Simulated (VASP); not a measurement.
# Te2Mo (P-6m2) in VASP: single point with HSE06

Aim: the single point of Te2Mo with HSE06.

Everything below comes from runs of VASP 6.6.1. Logs are shortened: lines on timing, memory, paths and dates and some standing lists are left out, and cuts for length are marked.

### Step 1. The cell of the first run

The structure is hexagonal, space group P-6m2 (No. 187). Conventional cell: a = 3.537 Å, b = 3.537 Å, c = 7.827 Å, α = 90.00°, β = 90.00°, γ = 120.00°. Te (site symmetry 3m) has 3 Mo at 2.72 Å and 7 Te at 3.54 to 3.59 Å within 3.6 Å. Within 3.6 Å of Mo (site symmetry -6m2) lie 6 Te at 2.72 Å and 6 Mo at 3.54 Å.

### Step 2. Single point, HSE06

POSCAR

```
Te2Mo
1.0
    3.5371201374      0.0000000000      0.0000000000
   -1.7685600687      3.0632358953      0.0000000000
    0.0000000000      0.0000000000      7.8268333715
Te Mo
2 1
Direct
    0.3333333333      0.6666666667      0.7705163254
    0.3333333333      0.6666666667      0.2294836746
    0.0000000000      0.0000000000      0.0000000000
```

INCAR.step1

```
ALGO = Normal
EDIFF = 1E-5
ENCUT = 520
GGA = PE
ISIF = 2
ISMEAR = 0
LASPH = T
LCHARG = F
LREAL = F
LWAVE = T
NBANDS = 20
NELM = 80
PREC = Accurate
SIGMA = 0.01
```

INCAR.step2

```
ALGO = Normal
EDIFF = 1E-6
ENCUT = 520
GGA = PE
HFSCREEN = 0.2079
ISIF = 2
ISMEAR = 0
ISTART = 1
LASPH = T
LCHARG = F
LHFCALC = T
LREAL = F
LWAVE = F
NBANDS = 20
NELM = 80
PREC = Accurate
PRECFOCK = Normal
SIGMA = 0.01
```

KPOINTS

```
k-points
0
Gamma
  6 6 2
```

Potentials or basis: VASP PAW PBE potentials, release 64 (Te, Mo_sv).

Run with:

```bash
> cat potpaw_PBE.64/Te/POTCAR potpaw_PBE.64/Mo_sv/POTCAR > POTCAR
> cp INCAR.step1 INCAR
> mpirun -np 1 vasp_std > vasp.out
> cp INCAR.step2 INCAR
> mpirun -np 1 vasp_std > vasp.out
```

OUTCAR:

```text
EDIFF = 1E-6
   ENCUT = 520
   GGA = PE
   HFSCREEN = 0.2079
   ISIF = 2
   ISMEAR = 0
   ISTART = 1
   LASPH = T
   LHFCALC = T
   LREAL = F
   NELM = 80
   PREC = Accurate
   PRECFOCK = Normal

 ion  position               nearest neighbor table
   1  0.333  0.667  0.771-   3 2.72   3 2.72   3 2.72   2 3.59
   2  0.333  0.667  0.229-   3 2.72   3 2.72   3 2.72   1 3.59
   3  0.000  0.000  0.000-   1 2.72   2 2.72   1 2.72   2 2.72   1 2.72   2 2.72

  LATTYP: Found a hexagonal cell.
 ALAT       =     3.5371201374
 C/A-ratio  =     2.2127700127

  Lattice vectors:

 A1 = (   3.5371201374,   0.0000000000,   0.0000000000)
 A2 = (  -1.7685600687,   3.0632358953,   0.0000000000)
 A3 = (   0.0000000000,   0.0000000000,   7.8268333715)

Analysis of symmetry for initial positions (statically):
=====================================================================
 Subroutine PRICEL returns:
 Original cell was already a primitive cell.

 Routine SETGRP: Setting up the symmetry group for a
 hexagonal supercell.

 Subroutine GETGRP returns: Found 12 space group operations
 (whereof 12 operations were pure point group operations)
 out of a pool of 24 trial point group operations.

The static configuration has the point symmetry D_3h.

Analysis of symmetry for dynamics (positions and initial velocities):
=====================================================================
 Subroutine PRICEL returns:
 Original cell was already a primitive cell.

 Routine SETGRP: Setting up the symmetry group for a
 hexagonal supercell.

 Subroutine GETGRP returns: Found 12 space group operations
 (whereof 12 operations were pure point group operations)
 out of a pool of 24 trial point group operations.

The dynamic configuration has the point symmetry D_3h.

 Subroutine INISYM returns: Found 12 space group operations
 (whereof 12 operations are pure point group operations),
 and found     1 'primitive' translations

----------------------------------------------------------------------------------------

                                     Primitive cell

  volume of cell :      84.8040

  direct lattice vectors                    reciprocal lattice vectors
     3.537120137  0.000000000  0.000000000     0.282715871  0.163226084  0.000000000
    -1.768560069  3.063235895  0.000000000     0.000000000  0.326452168  0.000000000
     0.000000000  0.000000000  7.826833372     0.000000000  0.000000000  0.127765592

  length of vectors
     3.537120137  3.537120137  7.826833372     0.326452168  0.326452168  0.127765592

  position of ions in fractional coordinates (direct lattice)
     0.333333333  0.666666667  0.770516325
     0.333333333  0.666666667  0.229483675
     0.000000000  0.000000000  0.000000000

  ion indices of the primitive-cell ions
   primitive index   ion index
                 1           1
                 2           2
                 3           3

----------------------------------------------------------------------------------------

 KPOINTS: k-points

Automatic generation of k-mesh.
 Grid dimensions read from file:
 generate k-points for:    6    6    2

 Generating k-lattice:

  Cartesian coordinates                     Fractional coordinates (reciprocal lattice)
     0.047119312  0.027204347  0.000000000     0.166666667  0.000000000  0.000000000
     0.000000000  0.054408695  0.000000000     0.000000000  0.166666667  0.000000000
     0.000000000  0.000000000  0.063882796     0.000000000  0.000000000  0.500000000

  Length of vectors
     0.054408695  0.054408695  0.063882796

  Shift w.r.t. Gamma in fractional coordinates (k-lattice)
     0.000000000  0.000000000  0.000000000

 Subroutine IBZKPT returns following result:
 ===========================================

 Found     14 irreducible k-points:

 Following reciprocal coordinates:
            Coordinates               Weight
  0.000000  0.000000  0.000000      1.000000
  0.166667 -0.000000  0.000000      6.000000
  0.333333 -0.000000  0.000000      6.000000
  0.500000 -0.000000  0.000000      3.000000
  0.166667  0.166667  0.000000      6.000000
  0.333333  0.166667  0.000000     12.000000
  0.333333  0.333333  0.000000      2.000000
  0.000000  0.000000  0.500000      1.000000
  0.166667 -0.000000  0.500000      6.000000
  0.333333 -0.000000  0.500000      6.000000
  0.500000 -0.000000  0.500000      3.000000
  0.166667  0.166667  0.500000      6.000000
  0.333333  0.166667  0.500000     12.000000
  0.333333  0.333333  0.500000      2.000000
   k-points           NKPTS =     14   k-points in BZ     NKDIM =     72   number of bands    NBANDS=     20
   number of dos      NEDOS =    301   number of ions     NIONS =      3
   total plane-waves  NPLWV =  47040
   dimension x,y,z NGX =    28 NGY =   28 NGZ =   60
   dimension x,y,z NGXF=    56 NGYF=   56 NGZF=  120
   ions per type =               2   1
   NGX,Y,Z   is equivalent  to a cutoff of  13.16, 13.16, 12.74 a.u.
   NGXF,Y,Z  is equivalent  to a cutoff of  26.32, 26.32, 25.49 a.u.
 SYSTEM =  unknown system
   PREC   = accura    normal or accurate (medium, high low for compatibility)
   ISTART =      1    job   : 0-new  1-cont  2-samecut
   ICHARG =      0    charge: 1-file 2-atom 10-const
   ISPIN  =      1    spin polarized calculation?
   LNONCOLLINEAR =      F non collinear calculations
   LSORBIT =      F    spin-orbit coupling
   LASPH  =      T    aspherical Exc in radial PAW
   ENCUT  =  520.0 eV  38.22 Ry    6.18 a.u.   6.58  6.58 14.55*2*pi/ulx,y,z
   NELM   =     80;   NELMIN=  2; NELMDL=  0     # of ELM steps
   EDIFF  = 0.1E-05   stopping-criterion for ELM
   LREAL  =      F    real-space projection
   EDIFFG = 0.1E-04   stopping-criterion for IOM
   NSW    =      0    number of steps for IOM
   IBRION =     -1    ionic relax: 0-MD 1-quasi-New 2-CG
   NFREE  =      0    steps in history (QN), initial steepest desc. (CG)
   ISIF   =      2    stress and relaxation
   ISYM   =      3    0-nonsym 1-usesym 2-fastsym
   POTIM  = 0.5000    time-step for ionic-motion
   TEBEG  =    0.0;   TEEND  =   0.0 temperature during run
   PSTRESS=    0.0 pullay stress
   NELECT =      26.0000    total number of electrons
   NUPDOWN=      -1.0000    fix difference up-down
   EMIN   =  10.00;   EMAX   =-10.00  energy-range for DOS
   EFERMI =   0.00;   METHOD = LEGACY
   ISMEAR =     0;   SIGMA  =   0.01  broadening in eV -4-tet -1-fermi 0-gaus
   EFERMI_NEDOS =   21; number of points for ismear=-14 and -15
   IALGO  =     38    algorithm
   IMIX   =      1    mixing-type and parameters
     AMIX     =   0.40;   BMIX     =  1.00
     AMIX_MAG =   1.60;   BMIX_MAG =  1.00
  volume/ion in A,a.u.               =      28.27       190.76
  Fermi-wavevector in a.u.,A,eV,Ry     =   1.103893  2.086056 16.579798  1.218581
  Thomas-Fermi vector in A             =   2.240358
   LORBIT       =      0    0 simple, 1 ext, 2 COOP (PROOUT), +10 PAW based schemes
   GGA     = PE    functional components
   LHFCALC =     T    Hartree Fock is set to
   PRECFOCK=normal    Normal, Fast or Accurate (Low or Medium for compatibility)
   ENCUT4O =  -1.0   cutoff for four orbital integrals eV
   NKREDX  =     1    reduce k-point grid by
   NKREDY  =     1    reduce k-point grid by
   NKREDZ  =     1    reduce k-point grid by
   AEXX    =    0.2500 exact exchange contribution
   HFSCREEN=    0.2079 screening length (either q_TF or 0.3 A-1)
   HFSCREENC=   0.2079 screening length for correlation (either q_TF or 0.3 A-1)
   ENCUTFOCK=  -1.0 apply spherical cutoff to Coloumb kernel
   IVDW    =     0    specifies the selected vdW correction
   LEPSILON=     F    determine dielectric tensor
   LRPA    =     F    only Hartree local field effects (RPA)
 non-spin polarized calculation
 Gauss-broadening in eV      SIGMA  =   0.01
  energy-cutoff  :      520.00
  volume of cell :       84.80
 maximum number of plane-waves:      2309
 NGX is ok and might be reduce to    28
  NGX = 20; NGY = 20; NGZ = 48

 number of electron      25.9999997 magnetization

 Free energy of the ion-electron system (eV)
  ---------------------------------------------------
  ext. energy  EPLUGINS =         0.00000000
  ---------------------------------------------------
  free energy    TOTEN  =       -21.78650388 eV

  energy without entropy =      -21.78650388  energy(sigma->0) =      -21.78650388

 E-fermi :   6.3680     XC(G=0):  -7.9692

 val. band max:        6.2107448667   @ k =   0.3333   0.3333   0.5000
 cond. band min:       7.6902016041   @ k =   0.3333   0.3333   0.0000
 fundamental gap:      1.4794567373
 Fermi energy:         6.3680477872

 k-point     1 :       0.0000    0.0000    0.0000
  band No.  band energies     occupation
      1     -58.5498      2.00000
      2     -31.2945      2.00000
      3     -31.1544      2.00000
      4     -31.1544      2.00000
      5      -7.7846      2.00000
      6      -6.5852      2.00000
[... 12 lines left out ...]
     19      13.4106      0.00000
     20      15.0913      0.00000

 k-point     2 :       0.1667   -0.0000    0.0000
  band No.  band energies     occupation
      1     -58.5467      2.00000
      2     -31.2862      2.00000
      3     -31.1970      2.00000
      4     -31.1648      2.00000
      5      -7.3700      2.00000
      6      -6.3070      2.00000
[... 12 lines left out ...]
     19      14.3556      0.00000
     20      15.0955      0.00000

 k-point     3 :       0.3333   -0.0000    0.0000
  band No.  band energies     occupation
      1     -58.5404      2.00000
      2     -31.2813      2.00000
      3     -31.2693      2.00000
      4     -31.1857      2.00000
      5      -6.3194      2.00000
      6      -5.6161      2.00000
[... 12 lines left out ...]
     19      12.7661      0.00000
     20      13.5609      0.00000

 k-point     4 :       0.5000   -0.0000    0.0000
  band No.  band energies     occupation
      1     -58.5372      2.00000
      2     -31.3231      2.00000
      3     -31.2607      2.00000
      4     -31.1962      2.00000
      5      -5.5704      2.00000
      6      -5.1548      2.00000
[... 199 lines left out ...]
 k-point    13 :       0.3333    0.1667    0.5000
  band No.  band energies     occupation
      1     -58.5373      2.00000
      2     -31.3017      2.00000
      3     -31.2608      2.00000
      4     -31.2173      2.00000
      5      -5.5490      2.00000
      6      -5.2600      2.00000
[... 12 lines left out ...]
     19      13.2133      0.00000
     20      14.6804      0.00000

 k-point    14 :       0.3333    0.3333    0.5000
  band No.  band energies     occupation
      1     -58.5357      2.00000
      2     -31.2758      2.00000
      3     -31.2688      2.00000
      4     -31.2567      2.00000
      5      -5.1592      2.00000
      6      -4.9901      2.00000
[... 12 lines left out ...]
     19      12.8238      0.00000
     20      13.3123      0.00000

------------------------ aborting loop because EDIFF is reached ----------------------------------------

  FORCE on cell =-STRESS in cart. coord.  units (eV):
  Direction    XX          YY          ZZ          XY          YZ          ZX
  --------------------------------------------------------------------------------------
  -------------------------------------------------------------------------------------
  Total       -0.9825820     -0.9825820     -0.5308671      0.0000000      0.0000000      0.0000000
  in kB      -18.5636355    -18.5636355    -10.0295182      0.0000000      0.0000000      0.0000000
  external PRESSURE =     -15.7189298 kB  Pullay stress =       0.0000000 kB

 VOLUME and BASIS-vectors are now :
 -----------------------------------------------------------------------------
  energy-cutoff  :      520.00
  volume of cell :       84.80
      direct lattice vectors                 reciprocal lattice vectors
     3.537120137  0.000000000  0.000000000     0.282715871  0.163226084  0.000000000
    -1.768560069  3.063235895  0.000000000     0.000000000  0.326452168  0.000000000
     0.000000000  0.000000000  7.826833372     0.000000000  0.000000000  0.127765592

 POSITION                                       TOTAL-FORCE (eV/Angst)
 -----------------------------------------------------------------------------------
     -0.00000      2.04216      6.03070         0.000000     -0.000000      0.348519
     -0.00000      2.04216      1.79613         0.000000      0.000000     -0.348519
      0.00000      0.00000      0.00000        -0.000000     -0.000000      0.000000
 -----------------------------------------------------------------------------------
    total drift:                               -0.000006      0.000003      0.000000

  FREE ENERGIE OF THE ION-ELECTRON SYSTEM (eV)
  ---------------------------------------------------
  free  energy   TOTEN  =       -21.7865038798 eV

  energy  without entropy=      -21.7865038798  energy(sigma->0) =      -21.78650388
```

It took 90 min on 1 thread of Intel Xeon 8259CL, shared host; peak memory 0.34 GiB.

Results:

```yaml
Free_energy: -21.7865 eV
Pressure: -1.6 GPa
Largest_force: 0.349 eV/Å
Band_gap_on_the_k_mesh: 1.48 eV (least direct gap 1.50 eV)
```

Forces in eV/Å, atoms in the order of the input:
```
Te   0.000  0.000  0.349
Te   0.000  0.000 -0.349
Mo   0.000  0.000  0.000
```

Stress tensor (GPa, compression positive):
```
-1.86  0.00  0.00
 0.00 -1.86  0.00
 0.00  0.00 -1.00
```

Levels at points of the mesh, in eV from the valence-band top:
| k point | band 9 | band 10 | band 11 | band 12 | band 13 | band 14 | band 15 | band 16 | band 17 | band 18 |
| --- | --- | --- | --- | --- | --- | --- | --- | --- | --- | --- |
| (0.00, 0.00, 0.00) | -2.04 | -1.29 | -1.07 | -1.07 | -0.87 | 3.71 | 3.71 | 3.96 | 3.96 | 5.65 |
| (0.50, 0.00, 0.00) | -4.08 | -2.69 | -1.62 | -1.07 | -0.50 | 1.86 | 2.17 | 4.13 | 4.38 | 4.48 |
| (0.00, 0.00, 0.50) | -2.03 | -2.03 | -1.08 | -1.08 | -0.21 | 3.63 | 3.63 | 4.06 | 4.06 | 6.81 |
| (0.50, 0.00, 0.50) | -3.70 | -2.71 | -2.32 | -0.77 | -0.44 | 1.87 | 2.36 | 3.51 | 4.29 | 5.14 |

Caveat: the PAW data sets were made with another functional, which shifts forces and pressure a little; spin-orbit coupling is left out, which moves the levels of the heavy elements; this functional lacks dispersion, which binds layers or chains, so the pressure and a relaxed spacing across them are unreliable.
